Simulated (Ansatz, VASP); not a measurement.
**One calculation of Ge, two programs**

```
Ge
1.0
     4.92388    2.84281    1.95270
    -4.92388    2.84281    1.95270
     0.00000   -5.68561    1.95270
Ge
8
Direct
  0.71602 0.71602 0.71602
  0.28398 0.28398 0.28398
  0.03029 0.72620 0.53379
  0.53379 0.03029 0.72620
  0.72620 0.53379 0.03029
  0.96971 0.27380 0.46621
  0.46621 0.96971 0.27380
  0.27380 0.46621 0.96971
```

Alike in both runs: functional PBEsol; k mesh 9 × 9 × 9; occupations gaussian, width 0.1 eV; no spin polarisation.

Ansatz relaxed the structure, and its values are those at the end. VASP's run is a single point on that final structure, the one shown.

|  | VASP | Ansatz |
| --- | --- | --- |
| version | VASP 6.6.1 | Ansatz 0.2.0 |
| potentials or method | VASP PAW PBE potentials, release 64 (Ge_d), cutoff 520 eV | scalar-relativistic, plane waves, PAW |
| valence electrons in the cell | 112 | 112 |

|  | VASP | Ansatz | Ansatz less VASP |
| --- | --- | --- | --- |
| gap on the k mesh at the Fermi level (eV) | none | none | - |
| pressure (GPa) | -0.1 | 0.0 | +0.09 |

VASP's potentials were made for PBE, not for PBEsol, and Ansatz warns of the same on its side. A gap of «none» marks a metal or a gap that the smearing closes.
